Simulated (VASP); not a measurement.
# LiNb (Pm-3m) in VASP: a series of runs

LiNb is run at these levels: PBE; tasks: single point, relaxation of cell and atoms.

Program: VASP 6.6.1. These are calculated values, not measurements. Logs are shortened: lines on timing, memory, paths and dates and some standing lists are left out, and cuts for length are marked.

**1. The cell of the first run**

The structure is cubic, space group Pm-3m (No. 221). The conventional cell has a = 3.129 Å, b = 3.129 Å, c = 3.129 Å, α = 90.00°, β = 90.00°, γ = 90.00°. Within 3.6 Å of Nb (site symmetry m-3m) lie 8 Li at 2.71 Å and 6 Nb at 3.13 Å. Within 3.6 Å of Li (site symmetry m-3m) lie 8 Nb at 2.71 Å and 6 Li at 3.13 Å.

**2. Single point, PBE**

File INCAR:

```
SYSTEM = LiNb
PREC     = Accurate       ! precision mode
ENCUT    = 520            ! plane-wave cutoff, eV
EDIFF    = 1E-7           ! SCF threshold, eV
ISMEAR   = -1             ! smearing method
SIGMA    = 0.05           ! smearing width, eV
LREAL    = .False.        ! projectors in reciprocal space
LASPH    = .True.         ! aspherical terms in the spheres
NELM     = 80             ! most SCF steps
ALGO     = Normal         ! electronic algorithm
ISIF     = 2              ! what is computed and relaxed
LWAVE    = .False.        ! write WAVECAR
LCHARG   = .False.        ! write CHGCAR
GGA      = PE             ! functional
NBANDS   = 15             ! bands
```

File KPOINTS:

```
regular mesh
0
Gamma
  13 13 13
  0 0 0
```

File POSCAR:

```
LiNb
1.0
    3.1288282806      0.0000000000      0.0000000000
    0.0000000000      3.1288282806      0.0000000000
    0.0000000000      0.0000000000      3.1288282806
Nb Li
1 1
Direct
    0.0000000000      0.0000000000      0.0000000000
    0.5000000000      0.5000000000      0.5000000000
```

Potentials or basis: VASP PAW PBE potentials, release 64 (Nb_sv, Li_sv).

Launch:

```console
$ cat potpaw_PBE.64/Nb_sv/POTCAR potpaw_PBE.64/Li_sv/POTCAR > POTCAR
$ mpirun -np 1 vasp_std > vasp.out
```

OUTCAR:

```text
SYSTEM = LiNb
   PREC = Accurate
   ENCUT = 520
   EDIFF = 1E-7
   ISMEAR = -1
   LREAL = .False.
   LASPH = .True.
   NELM = 80
   ISIF = 2
   GGA = PE

 ion  position               nearest neighbor table
   1  0.000  0.000  0.000-   2 2.71   2 2.71   2 2.71   2 2.71   2 2.71   2 2.71   2 2.71   2 2.71

   2  0.500  0.500  0.500-   1 2.71   1 2.71   1 2.71   1 2.71   1 2.71   1 2.71   1 2.71   1 2.71

  LATTYP: Found a simple cubic cell.
 ALAT       =     3.1288282806

  Lattice vectors:

 A1 = (   3.1288282806,   0.0000000000,   0.0000000000)
 A2 = (   0.0000000000,   3.1288282806,   0.0000000000)
 A3 = (   0.0000000000,   0.0000000000,   3.1288282806)

Analysis of symmetry for initial positions (statically):
=====================================================================
 Subroutine PRICEL returns:
 Original cell was already a primitive cell.

 Routine SETGRP: Setting up the symmetry group for a
 simple cubic supercell.

 Subroutine GETGRP returns: Found 48 space group operations
 (whereof 48 operations were pure point group operations)
 out of a pool of 48 trial point group operations.

The static configuration has the point symmetry O_h .

Analysis of symmetry for dynamics (positions and initial velocities):
=====================================================================
 Subroutine PRICEL returns:
 Original cell was already a primitive cell.

 Routine SETGRP: Setting up the symmetry group for a
 simple cubic supercell.

 Subroutine GETGRP returns: Found 48 space group operations
 (whereof 48 operations were pure point group operations)
 out of a pool of 48 trial point group operations.

The dynamic configuration has the point symmetry O_h .

 Subroutine INISYM returns: Found 48 space group operations
 (whereof 48 operations are pure point group operations),
 and found     1 'primitive' translations

----------------------------------------------------------------------------------------

                                     Primitive cell

  volume of cell :      30.6299

  direct lattice vectors                    reciprocal lattice vectors
     3.128828281  0.000000000  0.000000000     0.319608464  0.000000000  0.000000000
     0.000000000  3.128828281  0.000000000     0.000000000  0.319608464  0.000000000
     0.000000000  0.000000000  3.128828281     0.000000000  0.000000000  0.319608464

  length of vectors
     3.128828281  3.128828281  3.128828281     0.319608464  0.319608464  0.319608464

  position of ions in fractional coordinates (direct lattice)
     0.000000000  0.000000000  0.000000000
     0.500000000  0.500000000  0.500000000

  ion indices of the primitive-cell ions
   primitive index   ion index
                 1           1
                 2           2

----------------------------------------------------------------------------------------

 KPOINTS: regular mesh

Automatic generation of k-mesh.
 Grid dimensions read from file:
 generate k-points for:   13   13   13

 Generating k-lattice:

  Cartesian coordinates                     Fractional coordinates (reciprocal lattice)
     0.024585266  0.000000000  0.000000000     0.076923077  0.000000000  0.000000000
     0.000000000  0.024585266  0.000000000     0.000000000  0.076923077  0.000000000
     0.000000000  0.000000000  0.024585266     0.000000000  0.000000000  0.076923077

  Length of vectors
     0.024585266  0.024585266  0.024585266

  Shift w.r.t. Gamma in fractional coordinates (k-lattice)
     0.000000000  0.000000000  0.000000000

 Subroutine IBZKPT returns following result:
 ===========================================

 Found     84 irreducible k-points:

 Following reciprocal coordinates:
            Coordinates               Weight
  0.000000  0.000000  0.000000      1.000000
  0.076923  0.000000  0.000000      6.000000
  0.153846  0.000000  0.000000      6.000000
  0.230769  0.000000  0.000000      6.000000
  0.307692  0.000000  0.000000      6.000000
  0.384615  0.000000  0.000000      6.000000
[... 16 lines left out ...]
  0.307692  0.307692  0.000000     12.000000
  0.384615  0.307692  0.000000     24.000000
 [... further k-points ...]
   k-points           NKPTS =     84   k-points in BZ     NKDIM =     84   number of bands    NBANDS=     15
   number of dos      NEDOS =    301   number of ions     NIONS =      2
   total plane-waves  NPLWV =  13824
   dimension x,y,z NGX =    24 NGY =   24 NGZ =   24
   dimension x,y,z NGXF=    48 NGYF=   48 NGZF=   48
   ions per type =               1   1
   NGX,Y,Z   is equivalent  to a cutoff of  12.75, 12.75, 12.75 a.u.
   NGXF,Y,Z  is equivalent  to a cutoff of  25.50, 25.50, 25.50 a.u.
 SYSTEM =  LiNb
   PREC   = accura    normal or accurate (medium, high low for compatibility)
   ISTART =      0    job   : 0-new  1-cont  2-samecut
   ICHARG =      2    charge: 1-file 2-atom 10-const
   ISPIN  =      1    spin polarized calculation?
   LNONCOLLINEAR =      F non collinear calculations
   LSORBIT =      F    spin-orbit coupling
   LASPH  =      T    aspherical Exc in radial PAW
   ENCUT  =  520.0 eV  38.22 Ry    6.18 a.u.   5.82  5.82  5.82*2*pi/ulx,y,z
   NELM   =     80;   NELMIN=  2; NELMDL= -5     # of ELM steps
   EDIFF  = 0.1E-06   stopping-criterion for ELM
   LREAL  =      F    real-space projection
   EDIFFG = 0.1E-05   stopping-criterion for IOM
   NSW    =      0    number of steps for IOM
   IBRION =     -1    ionic relax: 0-MD 1-quasi-New 2-CG
   NFREE  =      0    steps in history (QN), initial steepest desc. (CG)
   ISIF   =      2    stress and relaxation
   ISYM   =      2    0-nonsym 1-usesym 2-fastsym
   POTIM  = 0.5000    time-step for ionic-motion
   TEBEG  =    0.0;   TEEND  =   0.0 temperature during run
   PSTRESS=    0.0 pullay stress
   NELECT =      16.0000    total number of electrons
   NUPDOWN=      -1.0000    fix difference up-down
   EMIN   =  10.00;   EMAX   =-10.00  energy-range for DOS
   EFERMI =   0.00;   METHOD = LEGACY
   ISMEAR =    -1;   SIGMA  =   0.05  broadening in eV -4-tet -1-fermi 0-gaus
   EFERMI_NEDOS =   21; number of points for ismear=-14 and -15
   IALGO  =     38    algorithm
   IMIX   =      4    mixing-type and parameters
     AMIX     =   0.40;   BMIX     =  1.00
     AMIX_MAG =   1.60;   BMIX_MAG =  1.00
  volume/ion in A,a.u.               =      15.31       103.35
  Fermi-wavevector in a.u.,A,eV,Ry     =   1.318458  2.491525 23.651450  1.738333
  Thomas-Fermi vector in A             =   2.448427
   LORBIT       =      0    0 simple, 1 ext, 2 COOP (PROOUT), +10 PAW based schemes
   GGA     = PE    functional components
[... 5 lines left out ...]
 non-spin polarized calculation
  energy-cutoff  :      520.00
  volume of cell :       30.63
 maximum number of plane-waves:       840
 NGX is ok and might be reduce to    24
   NGX = 11   NGY = 11   NGZ = 11

 number of electron      15.9999995 magnetization

 Free energy of the ion-electron system (eV)
  ---------------------------------------------------
  ext. energy  EPLUGINS =         0.00000000
  ---------------------------------------------------
  free energy    TOTEN  =       -10.86138420 eV

  energy without entropy =      -10.84974273  energy(sigma->0) =      -10.85556347

 E-fermi :   7.4988     XC(G=0): -10.9071

 val. band max:        7.4947997151   @ k =   0.3846   0.2308   0.1538
 cond. band min:       7.5184202914   @ k =   0.3846   0.1538   0.1538
 fundamental gap:      0.0236205763
 Fermi energy:         7.4988437786

 k-point     1 :       0.0000    0.0000    0.0000
  band No.  band energies     occupation
      1     -47.4634      2.00000
      2     -37.1125      2.00000
      3     -23.2910      2.00000
      4     -23.2910      2.00000
      5     -23.2910      2.00000
      6       2.2467      2.00000
      7       5.5474      2.00000
      8       5.5474      2.00000
      9      10.2509      0.00000
     10      10.2509      0.00000
     11      10.2509      0.00000
     12      15.0577      0.00000
     13      15.0577      0.00000
     14      15.0577      0.00000
     15      22.3291      0.00000

 k-point     2 :       0.0769    0.0000    0.0000
  band No.  band energies     occupation
      1     -47.4613      2.00000
      2     -37.1124      2.00000
      3     -23.3148      2.00000
      4     -23.2889      2.00000
      5     -23.2889      2.00000
      6       2.3423      2.00000
      7       5.5812      2.00000
      8       5.6190      2.00000
      9      10.0554      0.00000
     10      10.0554      0.00000
     11      10.2629      0.00000
     12      14.8043      0.00000
     13      15.3355      0.00000
     14      15.3355      0.00000
     15      21.7608      0.00000

 k-point     3 :       0.1538    0.0000    0.0000
  band No.  band energies     occupation
      1     -47.4554      2.00000
      2     -37.1121      2.00000
      3     -23.3803      2.00000
      4     -23.2830      2.00000
      5     -23.2830      2.00000
      6       2.6046      2.00000
      7       5.6770      2.00000
      8       5.8316      2.00000
      9       9.5927      0.00000
     10       9.5927      0.00000
     11      10.2967      0.00000
     12      14.2024      0.00000
     13      16.0482      0.00000
     14      16.0482      0.00000
     15      20.6364      0.00000
[... 343 lines left out ...]
 k-point    23 :       0.3077    0.3077    0.0000
  band No.  band energies     occupation
      1     -47.4137      2.00000
      2     -37.1071      2.00000
      3     -23.5412      2.00000
      4     -23.5383      2.00000
      5     -23.2415      2.00000
      6       4.6540      2.00000
      7       6.0017      2.00000
      8       7.2951      1.96661
      9       7.8119      0.00381
     10       8.8222      0.00000
     11       9.1586      0.00000
     12      12.7643      0.00000
     13      16.7673      0.00000
     14      18.7399      0.00000
     15      19.3164      0.00000

 k-point    24 :       0.3846    0.3077    0.0000
  band No.  band energies     occupation
      1     -47.4065      2.00000
      2     -37.1059      2.00000
      3     -23.6174      2.00000
      4     -23.5318      2.00000
      5     -23.2344      2.00000
      6       5.0325      2.00000
      7       5.7618      2.00000
      8       7.4828      1.15862
      9       8.1700      0.00000
     10       8.6424      0.00000
     11       9.1398      0.00000
     12      12.4051      0.00000
     13      16.7150      0.00000
     14      18.5984      0.00000
     15      19.3318      0.00000

 [... further k-points ...]
[... 5 lines left out ...]
  --------------------------------------------------------------------------------------
  -------------------------------------------------------------------------------------
  Total       -0.0309926     -0.0309926     -0.0309926     -0.0000000      0.0000000      0.0000000
  in kB       -1.6211495     -1.6211495     -1.6211495     -0.0000000      0.0000000      0.0000000
  external PRESSURE =      -1.6211495 kB  Pullay stress =       0.0000000 kB

 VOLUME and BASIS-vectors are now :
 -----------------------------------------------------------------------------
  energy-cutoff  :      520.00
  volume of cell :       30.63
      direct lattice vectors                 reciprocal lattice vectors
     3.128828281  0.000000000  0.000000000     0.319608464  0.000000000  0.000000000
     0.000000000  3.128828281  0.000000000     0.000000000  0.319608464  0.000000000
     0.000000000  0.000000000  3.128828281     0.000000000  0.000000000  0.319608464

 POSITION                                       TOTAL-FORCE (eV/Angst)
 -----------------------------------------------------------------------------------
      0.00000      0.00000      0.00000         0.000000      0.000000      0.000000
      1.56441      1.56441      1.56441         0.000000      0.000000      0.000000
 -----------------------------------------------------------------------------------
    total drift:                                0.000000      0.000000     -0.000000

  FREE ENERGIE OF THE ION-ELECTRON SYSTEM (eV)
  ---------------------------------------------------
  free  energy   TOTEN  =       -10.8613841995 eV

  energy  without entropy=      -10.8497427344  energy(sigma->0) =      -10.85556347
```

Run time: 19 s. Hardware: 1 thread of Intel Xeon Platinum 8259CL at 2.50GHz (Skylake/Cascade Lake), shared host; peak memory 0.16 GiB.

Results:

```yaml
Free_energy: -10.8614 eV
Band_gap_on_the_k_mesh: zero (band 8 reaches 8.51 eV, above the bottom of band 9 at 7.16 eV)
```

Caveat: the cutoff is under 1.25 times the usual one of these potentials, so pressure, stress and relaxed cells hold a basis-set (Pulay) error.

**3. Relaxation of cell and atoms, PBE**

This run uses another cell than the first one, of 20.00 Å³/atom, 1.306 times its volume.

File INCAR:

```
ALGO = Normal
EDIFF = 1E-6
EDIFFG = -0.02
ENCUT = 600
GGA = PE
IBRION = 2
ISIF = 3
ISMEAR = -1
LASPH = True
LCHARG = False
LREAL = False
LWAVE = False
NELM = 100
NSW = 50
PREC = Accurate
SIGMA = 0.05
```

File KPOINTS:

```
k-points
0
Gamma
  13 13 13
```

File POSCAR:

```
LiNb
1.0
    3.4200000000      0.0000000000      0.0000000000
    0.0000000000      3.4200000000      0.0000000000
    0.0000000000      0.0000000000      3.4200000000
Nb Li
1 1
Direct
    0.0000000000      0.0000000000      0.0000000000
    0.5000000000      0.5000000000      0.5000000000
```

Potentials or basis: VASP PAW PBE potentials, release 64 (Nb_sv, Li_sv).

Launch:

```console
$ cat potpaw_PBE.64/Nb_sv/POTCAR potpaw_PBE.64/Li_sv/POTCAR > POTCAR
$ mpirun -np 1 vasp_std > vasp.out
```

Run time: 54 s. Hardware: 1 thread of Intel Xeon Platinum 8259CL at 2.50GHz (Skylake/Cascade Lake), shared host; peak memory 0.19 GiB.

The run converged. Its results:

```
Free energy                            : -10.8742 eV
Relaxed volume                         : 15.30 Å³/atom
Relaxed cell                           : a = 3.127 Å, b = 3.127 Å, c = 3.127 Å, α = 90.00°, β = 90.00°, γ = 90.00°
Space group after relaxing (to 0.05 Å) : Pm-3m (No. 221)
Energy gained by relaxing              : 264.0 meV/atom
Ionic steps                            : 2
Pressure after relaxing                : -0.2 GPa
Band gap on the k mesh                 : zero (band 8 reaches 8.52 eV, above the bottom of band 9 at 7.17 eV)
```

Step by step:
| step | energy change (eV) | largest force (eV/Å) | pressure (GPa) | volume (Å³) |
| --- | --- | --- | --- | --- |
| 1 | 0.0000 | 0.0000 | -14.20 | 40.00 |
| 2 | -0.5279 | 0.0000 | -0.20 | 30.59 |

Final structure:
```cif
data_structure
_symmetry_space_group_name_H-M 'P 1'
_symmetry_Int_Tables_number 1
_cell_length_a 3.1275
_cell_length_b 3.1275
_cell_length_c 3.1275
_cell_angle_alpha 90.000
_cell_angle_beta 90.000
_cell_angle_gamma 90.000
_cell_volume 30.59
loop_
_atom_site_label
_atom_site_type_symbol
_atom_site_fract_x
_atom_site_fract_y
_atom_site_fract_z
_atom_site_occupancy
Nb1 Nb 0.00000 0.00000 0.00000 1
Li1 Li 0.50000 0.50000 0.50000 1
```

Levels at points of the mesh, in eV from the Fermi level:
```csv
k point,band 5,band 6,band 7,band 8,band 9,band 10,band 11,band 12
"(0.00, 0.00, 0.00)",-30.79,-5.26,-1.95,-1.95,2.76,2.76,2.76,7.56
```

Caveat: the cutoff is under 1.25 times the usual one of these potentials, so pressure, stress and relaxed cells hold a basis-set (Pulay) error; the volume moved by over 15 % at a fixed basis, so the end points are rough.
